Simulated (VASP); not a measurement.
MgPb2N2: single point with LDA

The system is MgPb2N2.

```xyz
5
Lattice="3.4873 0.0000 0.0000 -1.7437 3.0201 0.0000 0.0000 0.0000 8.7356" Properties=species:S:1:pos:R:3 pbc="T T T"
Mg    0.0000    0.0000    0.0000
Pb    1.7437    1.0067    2.5032
Pb    0.0000    2.0134    6.2324
N     1.7437    1.0067    7.5285
N     0.0000    2.0134    1.2071
```

This cell differs from its parent crystal: ratio of the length along z to the lengths across it x 0.92, volume and fractional coordinates fixed.

| Property | Result |
| --- | --- |
| Program | VASP 6.6.1 |
| Task | single point |
| Functional | LDA |
| Potentials or basis | VASP PAW LDA potentials, release 64 (Mg, Pb_d, N) |
| Cutoff | 520 eV |
| k mesh | 12 × 12 × 4 |
| Occupations | gaussian, width 0.05 eV |
| Spin | no spin polarisation |

| Property | Result |
| --- | --- |
| Pressure | -6.4 GPa |
| Largest force | 0.149 eV/Å |

Forces on the atoms (eV/Å):
```
Mg   0.000  0.000  0.000
Pb   0.000  0.000  0.149
Pb   0.000  0.000 -0.149
N    0.000  0.000 -0.071
N    0.000  0.000  0.071
```

Stress tensor (GPa, compression positive):
```
-9.64  0.00  0.00
 0.00 -9.64  0.00
 0.00  0.00 -0.07
```

Levels at points of the mesh, in eV from the Fermi level:
| k point | band 16 | band 17 | band 18 | band 19 | band 20 | band 21 | band 22 | band 23 | band 24 | band 25 |
| --- | --- | --- | --- | --- | --- | --- | --- | --- | --- | --- |
| (0.00, 0.00, 0.00) | -1.70 | -1.70 | -1.30 | -1.30 | -0.07 | 0.00 | 2.03 | 6.40 | 6.40 | 6.56 |
| (0.50, 0.00, 0.00) | -3.44 | -2.80 | -2.79 | -2.20 | -1.43 | 0.76 | 1.09 | 3.30 | 4.26 | 5.08 |
| (0.00, 0.00, 0.50) | -1.70 | -1.70 | -1.38 | -1.30 | -1.30 | 1.01 | 2.15 | 6.23 | 6.23 | 6.76 |
| (0.50, 0.00, 0.50) | -3.80 | -2.77 | -2.71 | -2.23 | -1.52 | 0.24 | 2.00 | 2.52 | 5.35 | 5.46 |

Run time: 110 s on 1 thread of AMD EPYC 9R45 96-Core Processor (Zen 5), on a shared host, peak memory 0.27 GiB.

Caveat: spin-orbit coupling is left out, which moves the levels of the heavy elements.
